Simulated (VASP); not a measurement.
# KF (R-3m) in VASP: a series of runs

Runs on KF. Level: LDA. Tasks: single point.

All numbers are computed with VASP 6.6.1; they aren't measurements. Logs are shortened: lines on timing, memory, paths and dates and some standing lists are left out, and cuts for length are marked.

### Step 1. The cell of the first run

It takes space group R-3m (No. 166, trigonal). Conventional cell: a = 3.706 Å, b = 3.706 Å, c = 9.374 Å, α = 90.00°, β = 90.00°, γ = 120.00°. Within 3.5 Å of K (site symmetry -3m) lie 6 F at 2.65 Å. F (site symmetry -3m) has 6 K at 2.65 Å within 3.5 Å.

### Step 2. Single point, LDA

Contents of INCAR:

```
PREC = Accurate ; ENCUT = 520
EDIFF = 1E-6 ; ISMEAR = 0
SIGMA = 0.05 ; LREAL = False
LASPH = True ; NELM = 80
ALGO = Normal ; ISIF = 2
LWAVE = False ; LCHARG = False
NBANDS = 15
```

Contents of KPOINTS:

```
Automatic mesh
0
Gamma
  8 8 8
```

Contents of POSCAR:

```
KF
1.0
    0.0569556076      2.6776123990      2.6776123990
    2.6776123990      0.0569556076      2.6776123990
    2.6776123990      2.6776123990      0.0569556076
K F
1 1
Direct
    0.0000000000      0.0000000000      0.0000000000
    0.5000000000      0.5000000000      0.5000000000
```

Potentials or basis: VASP PAW LDA potentials, release 64 (K_sv, F).

On the command line:

```bash
$ cat potpaw_LDA.64/K_sv/POTCAR potpaw_LDA.64/F/POTCAR > POTCAR
$ mpirun -np 1 vasp_std > vasp.out
```

OUTCAR:

```text
PREC = Accurate
   ENCUT = 520
   EDIFF = 1E-6
   ISMEAR = 0
   LREAL = False
   LASPH = True
   NELM = 80
   ISIF = 2

 ion  position               nearest neighbor table
   1  0.000  0.000  0.000-   2 2.65   2 2.65   2 2.65   2 2.65   2 2.65   2 2.65
   2  0.500  0.500  0.500-   1 2.65   1 2.65   1 2.65   1 2.65   1 2.65   1 2.65

  LATTYP: Found a trigonal (rhomboedric) cell.
 ALAT       =     3.7871440770
 COS(alpha) =     0.5211531429

  Lattice vectors:

 A1 = (   0.0569556076,   2.6776123990,   2.6776123990)
 A2 = (   2.6776123990,   0.0569556076,   2.6776123990)
 A3 = (   2.6776123990,   2.6776123990,   0.0569556076)

Analysis of symmetry for initial positions (statically):
=====================================================================
 Subroutine PRICEL returns:
 Original cell was already a primitive cell.

 Routine SETGRP: Setting up the symmetry group for a
 trigonal (rhombohedral) supercell.

 Subroutine GETGRP returns: Found 12 space group operations
 (whereof 12 operations were pure point group operations)
 out of a pool of 12 trial point group operations.

The static configuration has the point symmetry D_3d.

Analysis of symmetry for dynamics (positions and initial velocities):
=====================================================================
 Subroutine PRICEL returns:
 Original cell was already a primitive cell.

 Routine SETGRP: Setting up the symmetry group for a
 trigonal (rhombohedral) supercell.

 Subroutine GETGRP returns: Found 12 space group operations
 (whereof 12 operations were pure point group operations)
 out of a pool of 12 trial point group operations.

The dynamic configuration has the point symmetry D_3d.

 Subroutine INISYM returns: Found 12 space group operations
 (whereof 12 operations are pure point group operations),
 and found     1 'primitive' translations

----------------------------------------------------------------------------------------

                                     Primitive cell

  volume of cell :      37.1700

  direct lattice vectors                    reciprocal lattice vectors
     0.056955608  2.677612399  2.677612399    -0.192799683  0.188784049  0.188784049
     2.677612399  0.056955608  2.677612399     0.188784049 -0.192799683  0.188784049
     2.677612399  2.677612399  0.056955608     0.188784049  0.188784049 -0.192799683

  length of vectors
     3.787144077  3.787144077  3.787144077     0.329318315  0.329318315  0.329318315

  position of ions in fractional coordinates (direct lattice)
     0.000000000  0.000000000  0.000000000
     0.500000000  0.500000000  0.500000000

  ion indices of the primitive-cell ions
   primitive index   ion index
                 1           1
                 2           2

----------------------------------------------------------------------------------------

 KPOINTS: Automatic mesh

Automatic generation of k-mesh.
 Grid dimensions read from file:
 generate k-points for:    8    8    8

 Generating k-lattice:

  Cartesian coordinates                     Fractional coordinates (reciprocal lattice)
    -0.024099960  0.023598006  0.023598006     0.125000000 -0.000000000 -0.000000000
     0.023598006 -0.024099960  0.023598006    -0.000000000  0.125000000 -0.000000000
     0.023598006  0.023598006 -0.024099960    -0.000000000 -0.000000000  0.125000000

  Length of vectors
     0.041164789  0.041164789  0.041164789

  Shift w.r.t. Gamma in fractional coordinates (k-lattice)
     0.000000000  0.000000000  0.000000000

 Subroutine IBZKPT returns following result:
 ===========================================

 Found     65 irreducible k-points:

 Following reciprocal coordinates:
            Coordinates               Weight
  0.000000  0.000000  0.000000      1.000000
  0.125000  0.000000 -0.000000      6.000000
  0.250000  0.000000 -0.000000      6.000000
  0.375000  0.000000  0.000000      6.000000
  0.500000  0.000000 -0.000000      3.000000
  0.125000  0.125000  0.000000      6.000000
[... 16 lines left out ...]
  0.250000  0.125000  0.125000      6.000000
  0.375000  0.125000  0.125000      6.000000
 [... further k-points ...]
   k-points           NKPTS =     65   k-points in BZ     NKDIM =     65   number of bands    NBANDS=     15
   number of dos      NEDOS =    301   number of ions     NIONS =      2
   total plane-waves  NPLWV =  21952
   dimension x,y,z NGX =    28 NGY =   28 NGZ =   28
   dimension x,y,z NGXF=    56 NGYF=   56 NGZF=   56
   ions per type =               1   1
   NGX,Y,Z   is equivalent  to a cutoff of  12.29, 12.29, 12.29 a.u.
   NGXF,Y,Z  is equivalent  to a cutoff of  24.58, 24.58, 24.58 a.u.
 SYSTEM =  unknown system
   PREC   = accura    normal or accurate (medium, high low for compatibility)
   ISTART =      0    job   : 0-new  1-cont  2-samecut
   ICHARG =      2    charge: 1-file 2-atom 10-const
   ISPIN  =      1    spin polarized calculation?
   LNONCOLLINEAR =      F non collinear calculations
   LSORBIT =      F    spin-orbit coupling
   LASPH  =      T    aspherical Exc in radial PAW
   ENCUT  =  520.0 eV  38.22 Ry    6.18 a.u.   7.04  7.04  7.04*2*pi/ulx,y,z
   NELM   =     80;   NELMIN=  2; NELMDL= -5     # of ELM steps
   EDIFF  = 0.1E-05   stopping-criterion for ELM
   LREAL  =      F    real-space projection
   EDIFFG = 0.1E-04   stopping-criterion for IOM
   NSW    =      0    number of steps for IOM
   IBRION =     -1    ionic relax: 0-MD 1-quasi-New 2-CG
   NFREE  =      0    steps in history (QN), initial steepest desc. (CG)
   ISIF   =      2    stress and relaxation
   ISYM   =      2    0-nonsym 1-usesym 2-fastsym
   POTIM  = 0.5000    time-step for ionic-motion
   TEBEG  =    0.0;   TEEND  =   0.0 temperature during run
   PSTRESS=    0.0 pullay stress
   NELECT =      16.0000    total number of electrons
   NUPDOWN=      -1.0000    fix difference up-down
   EMIN   =  10.00;   EMAX   =-10.00  energy-range for DOS
   EFERMI =   0.00;   METHOD = LEGACY
   ISMEAR =     0;   SIGMA  =   0.05  broadening in eV -4-tet -1-fermi 0-gaus
   EFERMI_NEDOS =   21; number of points for ismear=-14 and -15
   IALGO  =     38    algorithm
   IMIX   =      4    mixing-type and parameters
     AMIX     =   0.40;   BMIX     =  1.00
     AMIX_MAG =   1.60;   BMIX_MAG =  1.00
  volume/ion in A,a.u.               =      18.59       125.42
  Fermi-wavevector in a.u.,A,eV,Ry     =   1.236092  2.335874 20.788645  1.527922
  Thomas-Fermi vector in A             =   2.370714
   LORBIT       =      0    0 simple, 1 ext, 2 COOP (PROOUT), +10 PAW based schemes
   GGA     = CA    functional components
   LHFCALC =     F    Hartree Fock is set to
   AEXX    =    0.0000 exact exchange contribution
   IVDW    =     0    specifies the selected vdW correction
   LEPSILON=     F    determine dielectric tensor
   LRPA    =     F    only Hartree local field effects (RPA)
 non-spin polarized calculation
 Gauss-broadening in eV      SIGMA  =   0.05
  energy-cutoff  :      520.00
  volume of cell :       37.17
 maximum number of plane-waves:      1013
   NGX = 15   NGY = 15   NGZ = 15

 number of electron      16.0000010 magnetization

 Free energy of the ion-electron system (eV)
  ---------------------------------------------------
  ext. energy  EPLUGINS =         0.00000000
  ---------------------------------------------------
  free energy    TOTEN  =        -9.04924063 eV

  energy without entropy =       -9.04924063  energy(sigma->0) =       -9.04924063

 E-fermi :  -2.8155     XC(G=0):  -9.2447

 val. band max:       -3.1465229999   @ k =   0.0000   0.0000   0.0000
 cond. band min:       2.7617973084   @ k =   0.0000   0.0000   0.0000
 fundamental gap:      5.9083203083
 Fermi energy:        -2.8155231823

 k-point     1 :       0.0000    0.0000    0.0000
  band No.  band energies     occupation
      1     -28.7287      2.00000
      2     -21.3891      2.00000
      3     -12.1932      2.00000
      4     -12.1719      2.00000
      5     -12.1719      2.00000
      6      -3.1795      2.00000
      7      -3.1465      2.00000
      8      -3.1465      2.00000
      9       2.7618      0.00000
     10       7.1970      0.00000
     11       7.5314      0.00000
     12       7.5314      0.00000
     13       9.1996      0.00000
     14       9.1996      0.00000
     15      13.3767      0.00000

 k-point     2 :       0.1250    0.0000   -0.0000
  band No.  band energies     occupation
      1     -28.7112      2.00000
      2     -21.4049      2.00000
      3     -12.2234      2.00000
      4     -12.1955      2.00000
      5     -12.1802      2.00000
      6      -3.3102      2.00000
      7      -3.2380      2.00000
      8      -3.2051      2.00000
      9       3.2217      0.00000
     10       7.1693      0.00000
     11       7.4757      0.00000
     12       7.7687      0.00000
     13       9.3433      0.00000
     14       9.3516      0.00000
     15      14.2344      0.00000

 k-point     3 :       0.2500    0.0000   -0.0000
  band No.  band energies     occupation
      1     -28.6684      2.00000
      2     -21.4436      2.00000
      3     -12.3412      2.00000
      4     -12.2060      2.00000
      5     -12.1999      2.00000
      6      -3.6424      2.00000
      7      -3.3865      2.00000
      8      -3.3432      2.00000
      9       4.3511      0.00000
     10       6.7722      0.00000
     11       8.0267      0.00000
     12       8.3592      0.00000
     13       9.7920      0.00000
     14       9.8276      0.00000
     15      15.5426      0.00000
[... 343 lines left out ...]
 k-point    23 :       0.2500    0.1250    0.1250
  band No.  band energies     occupation
      1     -28.6883      2.00000
      2     -21.4285      2.00000
      3     -12.2612      2.00000
      4     -12.2526      2.00000
      5     -12.1693      2.00000
      6      -3.5410      2.00000
      7      -3.3201      2.00000
      8      -3.2021      2.00000
      9       3.8330      0.00000
     10       6.7158      0.00000
     11       7.9862      0.00000
     12       8.0971      0.00000
     13       9.6091      0.00000
     14       9.6276      0.00000
     15      15.1522      0.00000

 k-point    24 :       0.3750    0.1250    0.1250
  band No.  band energies     occupation
      1     -28.6459      2.00000
      2     -21.4609      2.00000
      3     -12.3884      2.00000
      4     -12.2881      2.00000
      5     -12.1895      2.00000
      6      -3.7784      2.00000
      7      -3.4492      2.00000
      8      -3.3179      2.00000
      9       4.9446      0.00000
     10       6.5484      0.00000
     11       8.4477      0.00000
     12       8.6102      0.00000
     13      10.0464      0.00000
     14      10.3635      0.00000
     15      14.9738      0.00000

 [... further k-points ...]

------------------------ aborting loop because EDIFF is reached ----------------------------------------

  FORCE on cell =-STRESS in cart. coord.  units (eV):
  Direction    XX          YY          ZZ          XY          YZ          ZX
  --------------------------------------------------------------------------------------
  -------------------------------------------------------------------------------------
  Total       -0.6240476     -0.6240476     -0.6240476     -0.0781042     -0.0781042     -0.0781042
  in kB      -26.8989759    -26.8989759    -26.8989759     -3.3666068     -3.3666068     -3.3666068
  external PRESSURE =     -26.8989759 kB  Pullay stress =       0.0000000 kB

 VOLUME and BASIS-vectors are now :
 -----------------------------------------------------------------------------
  energy-cutoff  :      520.00
  volume of cell :       37.17
      direct lattice vectors                 reciprocal lattice vectors
     0.056955608  2.677612399  2.677612399    -0.192799683  0.188784049  0.188784049
     2.677612399  0.056955608  2.677612399     0.188784049 -0.192799683  0.188784049
     2.677612399  2.677612399  0.056955608     0.188784049  0.188784049 -0.192799683

 POSITION                                       TOTAL-FORCE (eV/Angst)
 -----------------------------------------------------------------------------------
      0.00000      0.00000      0.00000        -0.000000      0.000000     -0.000000
      2.70609      2.70609      2.70609         0.000000     -0.000000      0.000000
 -----------------------------------------------------------------------------------
    total drift:                                0.000000      0.000000      0.000000

  FREE ENERGIE OF THE ION-ELECTRON SYSTEM (eV)
  ---------------------------------------------------
  free  energy   TOTEN  =        -9.0492406253 eV

  energy  without entropy=       -9.0492406253  energy(sigma->0) =       -9.04924063
```

Wall time 30 s (1 thread of AMD EPYC 7R13 (Zen 3), shared host); peak memory 0.13 GiB.

Results:

| Quantity | Value |
| --- | --- |
| Free energy | -9.0492 eV |
| Pressure | -2.7 GPa |
| Band gap on the k mesh | 5.91 eV, direct |

Levels at points of the mesh, in eV from the valence-band top:
```tsv
k point	band 5	band 6	band 7	band 8	band 9	band 10	band 11	band 12
(0.00, 0.00, 0.00)	-9.03	-0.03	0.00	0.00	5.91	10.34	10.68	10.68
(0.50, 0.00, 0.00)	-9.07	-0.89	-0.44	-0.38	8.89	10.42	11.93	12.24
(0.50, 0.50, 0.00)	-9.27	-0.21	-0.07	-0.05	7.90	10.24	11.59	13.69
(0.50, 0.50, 0.50)	-9.06	-0.89	-0.36	-0.36	8.78	10.30	12.03	12.03
```

(Continued in part 2 of 2.)
